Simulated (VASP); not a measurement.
# BeAg2 (Fm-3m) in VASP: further runs, part 2 of 3

VASP 6.6.1.

## 4. Relaxation of cell and atoms, PBE

INCAR

```
SYSTEM = BeAg2
ALGO = Normal
EDIFF = 1E-6
EDIFFG = -0.04
ENCUT = 600
GGA = PE
IBRION = 2
ISIF = 3
ISMEAR = 0
LASPH = .True.
LCHARG = .False.
LREAL = .False.
LWAVE = .False.
NELM = 60
NSW = 90
PREC = Accurate
SIGMA = 0.1
```

KPOINTS

```
k-points
0
Gamma
  6 6 6
  0 0 0
```

POSCAR

```
BeAg2
1.0
    0.0000000000      2.8376010599      2.8376010599
    2.8376010599      0.0000000000      2.8376010599
    2.8376010599      2.8376010599      0.0000000000
Be Ag
1 2
Direct
    0.0000000000      0.0000000000      0.0000000000
    0.2500000000      0.2500000000      0.2500000000
    0.7500000000      0.7500000000      0.7500000000
```

Potentials or basis: VASP PAW PBE potentials, release 64 (Be, Ag).

Run with:

```
$ cat potpaw_PBE.64/Be/POTCAR potpaw_PBE.64/Ag/POTCAR > POTCAR
$ mpirun -np 1 vasp_std > vasp.out
```

OUTCAR:

```text
SYSTEM = BeAg2
   EDIFF = 1E-6
   EDIFFG = -0.04
   ENCUT = 600
   GGA = PE
   IBRION = 2
   ISIF = 3
   ISMEAR = 0
   LASPH = .True.
   LREAL = .False.
   NELM = 60
   NSW = 90
   PREC = Accurate

 ion  position               nearest neighbor table
   1  0.000  0.000  0.000-   2 2.46   3 2.46   3 2.46   3 2.46   3 2.46   2 2.46   2 2.46   2 2.46

   2  0.250  0.250  0.250-   1 2.46   1 2.46   1 2.46   1 2.46   3 2.84   3 2.84   3 2.84   3 2.84
                             3 2.84   3 2.84
   3  0.750  0.750  0.750-   1 2.46   1 2.46   1 2.46   1 2.46   2 2.84   2 2.84   2 2.84   2 2.84
                             2 2.84   2 2.84

  LATTYP: Found a face centered cubic cell.
 ALAT       =     5.6752021198

  Lattice vectors:

 A1 = (   0.0000000000,   2.8376010599,   2.8376010599)
 A2 = (   2.8376010599,   0.0000000000,   2.8376010599)
 A3 = (   2.8376010599,   2.8376010599,   0.0000000000)

Analysis of symmetry for initial positions (statically):
=====================================================================
 Subroutine PRICEL returns:
 Original cell was already a primitive cell.

 Routine SETGRP: Setting up the symmetry group for a
 face centered cubic supercell.

[... 149 lines left out ...]

--------------------------------------- Ionic step        1  -------------------------------------------

 number of electron      24.0000001 magnetization

 Free energy of the ion-electron system (eV)
  ---------------------------------------------------
  ext. energy  EPLUGINS =         0.00000000
  ---------------------------------------------------
  free energy    TOTEN  =        -8.27277914 eV

  energy without entropy =       -8.25842062  energy(sigma->0) =       -8.26559988

------------------------ aborting loop because EDIFF is reached ----------------------------------------

  FORCE on cell =-STRESS in cart. coord.  units (eV):
  Direction    XX          YY          ZZ          XY          YZ          ZX
  --------------------------------------------------------------------------------------
  -------------------------------------------------------------------------------------
  Total        1.4815296      1.4815296      1.4815296      0.0000000     -0.0000000     -0.0000000
  in kB       51.9441817     51.9441817     51.9441817      0.0000000     -0.0000000     -0.0000000
  external PRESSURE =      51.9441817 kB  Pullay stress =       0.0000000 kB
[... 61 lines left out ...]
--------------------------------------- Ionic step        3  -------------------------------------------

 number of electron      23.9999997 magnetization

 Free energy of the ion-electron system (eV)
  ---------------------------------------------------
  ext. energy  EPLUGINS =         0.00000000
  ---------------------------------------------------
  free energy    TOTEN  =        -8.31192602 eV

  energy without entropy =       -8.29956329  energy(sigma->0) =       -8.30574466

 E-fermi :   6.8761     XC(G=0): -11.1183

 val. band max:        6.8627896134   @ k =   0.5000   0.5000   0.0000
 cond. band min:       6.9702495836   @ k =   0.5000   0.3333   0.1667
 fundamental gap:      0.1074599702
 Fermi energy:         6.8760777714

 k-point     1 :       0.0000    0.0000    0.0000
  band No.  band energies     occupation
      1      -1.2270      2.00000
      2       0.6126      2.00000
      3       0.6126      2.00000
      4       0.6126      2.00000
      5       0.6504      2.00000
      6       0.6504      2.00000
[... 323 lines left out ...]
  FREE ENERGIE OF THE ION-ELECTRON SYSTEM (eV)
  ---------------------------------------------------
  free  energy   TOTEN  =        -8.3119260176 eV

  energy  without entropy=       -8.2995632949  energy(sigma->0) =       -8.30574466

 reached required accuracy - stopping structural energy minimisation
```

CONTCAR:

```text
BeAg2
   1.00000000000000
     0.0000000000000000    2.8892271425014111    2.8892271425014111
     2.8892271425014111   -0.0000000000000000    2.8892271425014111
     2.8892271425014111    2.8892271425014111   -0.0000000000000000
  Be              Ag
     1     2
Direct
     0.0000000000000000    0.0000000000000000    0.0000000000000000
     0.2500000000000000    0.2500000000000000    0.2500000000000000
     0.7500000000000000    0.7500000000000000    0.7500000000000000

  0.00000000E+00  0.00000000E+00  0.00000000E+00
  0.00000000E+00  0.00000000E+00  0.00000000E+00
  0.00000000E+00  0.00000000E+00  0.00000000E+00
```

It took 26 s on 1 thread of Intel Xeon Platinum 8488C (Sapphire Rapids), shared host; peak memory 0.19 GiB.

What came out:

```
Free energy                           : -8.3119 eV
Relaxed volume                        : 16.08 Å³/atom
Relaxed cell                          : a = 4.086 Å, b = 4.086 Å, c = 4.086 Å, α = 60.00°, β = 60.00°, γ = 60.00°
Space group after relaxing (to 0.1 Å) : Fm-3m (No. 225)
Energy gained by relaxing             : 13.0 meV/atom
Ionic steps                           : 3
Pressure after relaxing               : 0.0 GPa
Band gap on the k mesh                : zero (bands 12 and 13 overlap by 5.98 eV)
```

Step by step:
```csv
step,energy change (eV),largest force (eV/Å),pressure (GPa),volume (Å³)
1,0.0000,0.0000,5.19,45.70
2,-0.0359,0.0000,-1.36,49.04
3,-0.0391,0.0000,0.04,48.24
```

Final structure:
```yaml
crystal:
  lattice:
    - [0.00000, 2.88923, 2.88923]
    - [2.88923, 0.00000, 2.88923]
    - [2.88923, 2.88923, 0.00000]
  atoms:
    - { symbol: Be, position: [0.00000, 0.00000, 0.00000] }
    - { symbol: Ag, position: [0.25000, 0.25000, 0.25000] }
    - { symbol: Ag, position: [0.75000, 0.75000, 0.75000] }
```

## 5. Single point, PBE

This run uses another cell than the first one, of 16.06 Å³/atom.

INCAR

```
ALGO = Normal ; EDIFF = 1E-7
ENCUT = 520 ; GGA = PE
ISIF = 2 ; ISMEAR = 0
LASPH = T ; LCHARG = F
LREAL = F ; LWAVE = F
NBANDS = 19 ; NELM = 60
PREC = Accurate ; SIGMA = 0.1
```

KPOINTS

```
k-points
0
Gamma
  14 14 14
```

POSCAR

```
BeAg2
1.0
    0.0000000000      2.8882935394      2.8882935394
    2.8882935394      0.0000000000      2.8882935394
    2.8882935394      2.8882935394      0.0000000000
Be Ag
1 2
Direct
    0.0000000000      0.0000000000      0.0000000000
    0.2500000000      0.2500000000      0.2500000000
    0.7500000000      0.7500000000      0.7500000000
```

Potentials or basis: VASP PAW PBE potentials, release 64 (Be, Ag).

Run with:

```
$ cat potpaw_PBE.64/Be/POTCAR potpaw_PBE.64/Ag/POTCAR > POTCAR
$ mpirun -np 1 vasp_std > vasp.out
```

OUTCAR:

```text
EDIFF = 1E-7
   ENCUT = 520
   GGA = PE
   ISIF = 2
   ISMEAR = 0
   LASPH = T
   LREAL = F
   NELM = 60
   PREC = Accurate

 ion  position               nearest neighbor table
   1  0.000  0.000  0.000-   2 2.50   3 2.50   3 2.50   3 2.50   3 2.50   2 2.50   2 2.50   2 2.50

   2  0.250  0.250  0.250-   1 2.50   1 2.50   1 2.50   1 2.50   3 2.89   3 2.89   3 2.89   3 2.89
                             3 2.89   3 2.89
   3  0.750  0.750  0.750-   1 2.50   1 2.50   1 2.50   1 2.50   2 2.89   2 2.89   2 2.89   2 2.89
                             2 2.89   2 2.89

  LATTYP: Found a face centered cubic cell.
 ALAT       =     5.7765870788

  Lattice vectors:

 A1 = (   0.0000000000,   2.8882935394,   2.8882935394)
 A2 = (   2.8882935394,   0.0000000000,   2.8882935394)
 A3 = (   2.8882935394,   2.8882935394,   0.0000000000)

Analysis of symmetry for initial positions (statically):
=====================================================================
 Subroutine PRICEL returns:
 Original cell was already a primitive cell.
[... 168 lines left out ...]
  free energy    TOTEN  =        -8.33987371 eV

  energy without entropy =       -8.33389060  energy(sigma->0) =       -8.33688216

 E-fermi :   6.8764     XC(G=0): -11.1243

 val. band max:        6.8718943134   @ k =   0.5000   0.5000   0.0000
 cond. band min:       6.9209954483   @ k =   0.5000   0.4286   0.0714
 fundamental gap:      0.0491011349
 Fermi energy:         6.8764456296

 k-point     1 :       0.0000    0.0000    0.0000
  band No.  band energies     occupation
      1      -1.2227      2.00000
      2       0.6148      2.00000
      3       0.6148      2.00000
      4       0.6148      2.00000
      5       0.6505      2.00000
      6       0.6505      2.00000
[... 505 lines left out ...]
      6       1.2686      2.00000
[... 11 lines left out ...]
     18      15.1702      0.00000
     19      17.2746      0.00000

 [... further k-points ...]

------------------------ aborting loop because EDIFF is reached ----------------------------------------

  FORCE on cell =-STRESS in cart. coord.  units (eV):
  Direction    XX          YY          ZZ          XY          YZ          ZX
  --------------------------------------------------------------------------------------
  -------------------------------------------------------------------------------------
  Total       -0.0094018     -0.0094018     -0.0094018     -0.0000000      0.0000000      0.0000000
  in kB       -0.3125844     -0.3125844     -0.3125844     -0.0000000      0.0000000      0.0000000
  external PRESSURE =      -0.3125844 kB  Pullay stress =       0.0000000 kB

 VOLUME and BASIS-vectors are now :
 -----------------------------------------------------------------------------
  energy-cutoff  :      520.00
  volume of cell :       48.19
      direct lattice vectors                 reciprocal lattice vectors
     0.000000000  2.888293539  2.888293539    -0.173112599  0.173112599  0.173112599
     2.888293539  0.000000000  2.888293539     0.173112599 -0.173112599  0.173112599
     2.888293539  2.888293539  0.000000000     0.173112599  0.173112599 -0.173112599

 POSITION                                       TOTAL-FORCE (eV/Angst)
 -----------------------------------------------------------------------------------
      0.00000      0.00000      0.00000         0.000000     -0.000000     -0.000000
      1.44415      1.44415      1.44415         0.000000     -0.000000     -0.000000
      4.33244      4.33244      4.33244        -0.000000      0.000000      0.000000
 -----------------------------------------------------------------------------------
    total drift:                               -0.000000      0.000000      0.000000

  FREE ENERGIE OF THE ION-ELECTRON SYSTEM (eV)
  ---------------------------------------------------
  free  energy   TOTEN  =        -8.3398737087 eV

  energy  without entropy=       -8.3338906047  energy(sigma->0) =       -8.33688216
```

It took 74 s on 1 thread of Intel Xeon Platinum 8488C (Sapphire Rapids), shared host; peak memory 0.22 GiB.

Results:

| Quantity | Value |
| --- | --- |
| Free energy | -8.3399 eV |
| Pressure | 0.0 GPa |
| Band gap on the k mesh | zero (bands 12 and 13 overlap by 6.21 eV) |

Levels at points of the mesh, in eV from the Fermi level:
| k point | band 10 | band 11 | band 12 | band 13 | band 14 | band 15 |
| --- | --- | --- | --- | --- | --- | --- |
| (0.00, 0.00, 0.00) | -3.27 | -3.27 | 5.18 | 5.18 | 5.18 | 5.74 |
| (0.50, 0.00, 0.00) | -4.76 | -3.76 | -3.23 | 3.64 | 3.64 | 6.56 |
| (0.50, 0.50, 0.00) | -3.32 | -2.93 | -1.15 | 0.00 | 0.00 | 4.36 |

(Continued in part 3 of 3.)
